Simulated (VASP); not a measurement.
Here is a VASP 6.6.1 calculation.

The input POSCAR:

```
GaAs
1.0
    0.0000000000      2.8750910500      2.8750910500
    2.8750910500      0.0000000000      2.8750910500
    2.8750910500      2.8750910500      0.0000000000
Ga As
1 1
Direct
    0.0000000000      0.0000000000      0.0000000000
    0.7500000000      0.7500000000      0.7500000000
```

INCAR.step1

```
SYSTEM = GaAs
PREC = Accurate
ENCUT = 520
ISMEAR = 0
SIGMA = 0.1
LREAL = .False.
LASPH = .True.
NELM = 60
NBANDS = 16
GGA = PE
ALGO = Normal
EDIFF = 1E-4
LWAVE = .True.
LCHARG = .False.
```

The input INCAR.step2:

```
SYSTEM = GaAs
PREC = Accurate
ENCUT = 520
EDIFF = 1E-6
ISMEAR = 0
SIGMA = 0.1
LREAL = .False.
LASPH = .True.
NELM = 60
ALGO = Normal
ISIF = 2
LWAVE = .False.
LCHARG = .True.
METAGGA = R2SCAN
LMIXTAU = .True.
LELF = .True.
LVHAR = .True.
NBANDS = 16
ISTART = 1
```

The input KPOINTS:

```
regular mesh
0
Gamma
  6 6 6
  0 0 0
```

Potentials or basis: VASP PAW PBE potentials, release 64 (Ga_d, As).

Launch:

```console
$ cat potpaw_PBE.64/Ga_d/POTCAR potpaw_PBE.64/As/POTCAR > POTCAR
$ cp INCAR.step1 INCAR
$ mpirun -np 1 vasp_std > vasp.out
$ cp INCAR.step2 INCAR
$ mpirun -np 1 vasp_std > vasp.out
```

(1) What does it give for the band gap on the k mesh?

(2) Predict the pressure.

Answers

(1) 0.59 eV, direct.

(2) -2.8 GPa.

Caveat: the PAW data sets were made with another functional, which shifts forces and pressure a little.
